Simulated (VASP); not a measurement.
# WSe2 (P-3m1) in VASP: notebook, part 2 of 2

VASP 6.6.1.

**4. Single point, LDA+U, collinear spin**

Input file INCAR:

```
SYSTEM = WSe2
ALGO = Normal
EDIFF = 1E-6
ENCUT = 500
GGA_COMPAT = .False.
ISIF = 2
ISMEAR = 0
ISPIN = 2
LASPH = .True.
LCHARG = .False.
LDAU = .True.
LDAUJ = 0 0
LDAUL = 2 -1
LDAUPRINT = 1
LDAUTYPE = 2
LDAUU = 2 0
LMAXMIX = 4
LORBIT = 11
LREAL = .False.
LWAVE = .False.
MAGMOM = 1.36 1.36 -0.09 -0.09 -0.09 -0.09
NBANDS = 39
NELM = 200
NUPDOWN = 3.0
PREC = Accurate
SIGMA = 0.05
```

Input file KPOINTS:

```
k-points
0
Gamma
  6 6 2
  0 0 0
```

Input file POSCAR:

```
WSe2
1.0
    3.7635277800      0.0000000000      0.0000000000
   -1.8817638900      3.2593106700      0.0000000000
    0.0000000000      0.0000000000     12.1427028400
W Se
2 4
Direct
    0.0000000000      0.0000000000      0.0000000000
    0.0000000000      0.0000000000      0.5000000000
    0.3333333333      0.6666666667      0.1260000000
    0.6666666667      0.3333333333      0.3740000000
    0.3333333333      0.6666666667      0.6260000000
    0.6666666667      0.3333333333      0.8740000000
```

Potentials or basis: VASP PAW LDA potentials, release 64 (W_sv, Se).

On the command line:

```bash
cat potpaw_LDA.64/W_sv/POTCAR potpaw_LDA.64/Se/POTCAR > POTCAR
mpirun -np 1 vasp_std > vasp.out
```

OUTCAR:

```text
SYSTEM = WSe2
   EDIFF = 1E-6
   ENCUT = 500
   ISIF = 2
   ISMEAR = 0
   ISPIN = 2
   LASPH = .True.
   LORBIT = 11
   LREAL = .False.
   NELM = 200
   NUPDOWN = 3.0
   PREC = Accurate

 ion  position               nearest neighbor table
   1  0.000  0.000  0.000-   3 2.66   6 2.66   6 2.66   3 2.66   6 2.66   3 2.66
   2  0.000  0.000  0.500-   4 2.66   5 2.66   4 2.66   5 2.66   4 2.66   5 2.66
   3  0.333  0.667  0.126-   1 2.66   1 2.66   1 2.66
   4  0.667  0.333  0.374-   2 2.66   2 2.66   2 2.66
   5  0.333  0.667  0.626-   2 2.66   2 2.66   2 2.66
   6  0.667  0.333  0.874-   1 2.66   1 2.66   1 2.66

  LATTYP: Found a hexagonal cell.
 ALAT       =     3.7635277800
 C/A-ratio  =     3.2264150950

  Lattice vectors:

 A1 = (   3.7635277800,   0.0000000000,   0.0000000000)
 A2 = (  -1.8817638900,   3.2593106700,   0.0000000000)
 A3 = (   0.0000000000,   0.0000000000,  12.1427028400)

Analysis of symmetry for initial positions (statically):
=====================================================================
 Subroutine PRICEL returns following result:

  LATTYP: Found a hexagonal cell.
 ALAT       =     3.7635277800
 C/A-ratio  =     1.6132075475
[... 12 lines left out ...]
 Subroutine GETGRP returns: Found 12 space group operations
 (whereof 12 operations were pure point group operations)
 out of a pool of 24 trial point group operations.

The static configuration has the point symmetry D_3d.

Analysis of symmetry for dynamics (positions and initial velocities):
=====================================================================
 Subroutine PRICEL returns following result:

  LATTYP: Found a hexagonal cell.
 ALAT       =     3.7635277800
 C/A-ratio  =     1.6132075475
[... 12 lines left out ...]
 Subroutine GETGRP returns: Found 12 space group operations
[... 240 lines left out ...]
 val. band max:        4.3475932977   @ k =   0.3333   0.0000   0.5000
 cond. band min:       4.3650894063   @ k =   0.1667   0.1667   0.5000
 fundamental gap:      0.0174961086
 Fermi energy:         4.3550167025

 spin component 1

 k-point     1 :       0.0000    0.0000    0.0000
  band No.  band energies     occupation
      1     -70.5749      1.00000
      2     -70.5748      1.00000
      3     -35.0107      1.00000
      4     -35.0106      1.00000
      5     -35.0080      1.00000
      6     -35.0080      1.00000
[... 563 lines left out ...]
     37      11.5694      0.00000
     38      11.5694      0.00000
 Fermi energy:         4.2439293056

 spin component 2

 k-point     1 :       0.0000    0.0000    0.0000
  band No.  band energies     occupation
      1     -70.0228      1.00000
      2     -70.0228      1.00000
      3     -34.3682      1.00000
      4     -34.3681      1.00000
      5     -34.2790      1.00000
      6     -34.2790      1.00000
[... 563 lines left out ...]
     37      11.8747      0.00000
     38      11.8747      0.00000
 [bands above 38 left out]

------------------------ aborting loop because EDIFF is reached ----------------------------------------

  FORCE on cell =-STRESS in cart. coord.  units (eV):
  Direction    XX          YY          ZZ          XY          YZ          ZX
  --------------------------------------------------------------------------------------
  -------------------------------------------------------------------------------------
  Total      -12.5530629    -12.5530629     -8.0271874      0.0000000      0.0000000     -0.0000000
  in kB     -135.0280621   -135.0280625    -86.3451076      0.0000000      0.0000000     -0.0000000
  external PRESSURE =    -118.8004108 kB  Pullay stress =       0.0000000 kB

 VOLUME and BASIS-vectors are now :
 -----------------------------------------------------------------------------
  energy-cutoff  :      500.00
  volume of cell :      148.95
      direct lattice vectors                 reciprocal lattice vectors
     3.763527780  0.000000000  0.000000000     0.265708149  0.153406671  0.000000000
    -1.881763890  3.259310670  0.000000000     0.000000000  0.306813342  0.000000000
     0.000000000  0.000000000 12.142702840     0.000000000  0.000000000  0.082353988

 POSITION                                       TOTAL-FORCE (eV/Angst)
 -----------------------------------------------------------------------------------
      0.00000      0.00000      0.00000         0.000000      0.000000     -0.000000
      0.00000      0.00000      6.07135         0.000000      0.000000     -0.000000
     -0.00000      2.17287      1.52998        -0.000000     -0.000000     -0.986271
      1.88176      1.08644      4.54137        -0.000000      0.000000      0.986271
     -0.00000      2.17287      7.60133         0.000000     -0.000000     -0.986271
      1.88176      1.08644     10.61272         0.000000     -0.000000      0.986271
 -----------------------------------------------------------------------------------
    total drift:                               -0.000000     -0.000000      0.000000

  FREE ENERGIE OF THE ION-ELECTRON SYSTEM (eV)
  ---------------------------------------------------
  free  energy   TOTEN  =       -40.0702509725 eV

  energy  without entropy=      -40.0604931175  energy(sigma->0) =      -40.06537204

 total charge

# of ion       s       p       d       tot
------------------------------------------
    1        2.326   6.196   3.151  11.673
    2        2.326   6.196   3.151  11.673
    3        1.473   2.297   0.045   3.814
    4        1.473   2.297   0.045   3.814
    5        1.473   2.297   0.045   3.814
    6        1.473   2.297   0.045   3.814
--------------------------------------------------
tot         10.542  21.578   6.480  38.601

 magnetization (x)

# of ion       s       p       d       tot
------------------------------------------
    1        0.029   0.010   1.239   1.279
    2        0.029   0.010   1.239   1.279
    3        0.001  -0.032   0.008  -0.024
    4        0.001  -0.032   0.008  -0.024
    5        0.001  -0.032   0.008  -0.024
    6        0.001  -0.032   0.008  -0.024
--------------------------------------------------
tot          0.063  -0.110   2.510   2.463
```

OSZICAR:

```text
N       E                     dE             d eps       ncg     rms          rms(c)
DAV:   1     0.447597376182E+03    0.44760E+03   -0.24440E+04  2376   0.121E+03
DAV:   2    -0.139640957941E+02   -0.46156E+03   -0.44244E+03  2566   0.336E+02
DAV:   3    -0.424730752333E+02   -0.28509E+02   -0.27890E+02  2770   0.780E+01
DAV:   4    -0.430233681041E+02   -0.55029E+00   -0.54900E+00  2439   0.116E+01
DAV:   5    -0.430300138239E+02   -0.66457E-02   -0.66442E-02  2663   0.139E+00    0.208E+01
DAV:   6    -0.406491874797E+02    0.23808E+01   -0.11532E+01  2272   0.186E+01    0.799E+00
DAV:   7    -0.402219915163E+02    0.42720E+00   -0.24765E+00  2236   0.869E+00    0.491E+00
DAV:   8    -0.400612535240E+02    0.16074E+00   -0.30121E-01  2464   0.313E+00    0.137E+00
DAV:   9    -0.400709455191E+02   -0.96920E-02   -0.50713E-02  2493   0.926E-01    0.497E-01
DAV:  10    -0.400699652287E+02    0.98029E-03   -0.47650E-03  2465   0.441E-01    0.210E-01
DAV:  11    -0.400701731423E+02   -0.20791E-03   -0.12971E-03  2508   0.182E-01    0.103E-01
DAV:  12    -0.400702104293E+02   -0.37287E-04   -0.24311E-04  2466   0.704E-02    0.480E-02
DAV:  13    -0.400702324680E+02   -0.22039E-04   -0.54948E-05  2657   0.275E-02    0.283E-02
DAV:  14    -0.400702471027E+02   -0.14635E-04   -0.29789E-05  2404   0.126E-02    0.162E-02
DAV:  15    -0.400702505796E+02   -0.34769E-05   -0.23242E-05  2423   0.169E-02    0.524E-03
DAV:  16    -0.400702509725E+02   -0.39285E-06   -0.12210E-06  1358   0.421E-03
   1 F= -.40070251E+02 E0= -.40065372E+02  d E =-.975785E-02  mag=     3.0002
```

stdout:

```text
POSCAR found type information on POSCAR W Se
 POSCAR found :  2 types and       6 ions
 scaLAPACK will be used
 LDA part: xc-table for (Slater(with rela. corr.)+CA(PZ))
 , standard interpolation
 POSCAR, INCAR and KPOINTS ok, starting setup
 FFT: planning ... GRIDC
 FFT: planning ... GRID_SOFT
 FFT: planning ... GRID
 WAVECAR not read
 entering main loop
```

It took 4 min on 1 thread of Oxide Virtual Turin-like, shared host; peak memory 0.25 GiB.

What came out:

```
Free energy                                           : -40.0703 eV
Pressure                                              : -11.9 GPa
Largest force                                         : 0.986 eV/Å
Net moment                                            : 3.00 μB per cell
Site moments                                          : W +1.28; Se -0.02 μB
Valence electrons inside the program's atomic spheres : W 11.67; Se 3.81
```

Forces on the atoms (eV/Å):
```
W    0.000  0.000  0.000
W    0.000  0.000  0.000
Se   0.000  0.000 -0.986
Se   0.000  0.000  0.986
Se   0.000  0.000 -0.986
Se   0.000  0.000  0.986
```

Eigenvalues of the final occupation matrices:
```tsv
site	spin	trace	eigenvalues
site 1 d	1	2.22	0.35 0.35 0.42 0.55 0.55
site 1 d	2	0.97	0.13 0.13 0.14 0.28 0.28
site 2 d	1	2.22	0.35 0.35 0.42 0.55 0.55
site 2 d	2	0.97	0.13 0.13 0.14 0.28 0.28
```

Caveat: the cell stands under tension; spin-orbit coupling is left out, which moves the levels of the heavy elements; the total moment is fixed, so each spin has its own Fermi level and the state may be an excited one.

**5. Overview**

| spin | fixed moment (μB) | pressure (GPa) | moment (μB) | largest force (eV/Å) |
| --- | --- | --- | --- | --- |
| collinear | - | -14.7 | 0.00 | 0.90 |
| collinear, zero start | 0.0 | -14.8 | 0.00 | 0.92 |
| collinear | 3.0 | -11.9 | 3.00 | 0.99 |

Alike in all rows: task single point; level LDA+U; potentials or basis VASP PAW LDA potentials, release 64 (W_sv, Se); W d U = 2.0 eV; cell as given; k mesh 6 × 6 × 2; cutoff (eV) 500; smearing gaussian 0.05 eV.

Caveats: spin-orbit coupling is left out, which moves the levels of the heavy elements; the stress differs along the axes, from -18 to -8 GPa (at least some runs); the total moment is fixed, so each spin has its own Fermi level (at least some runs); the cell stands under tension (at least some runs); the total moment is fixed, so each spin has its own Fermi level and the state may be an excited one (at least some runs).

Absolute energies hang on the potentials; compare differences alone.
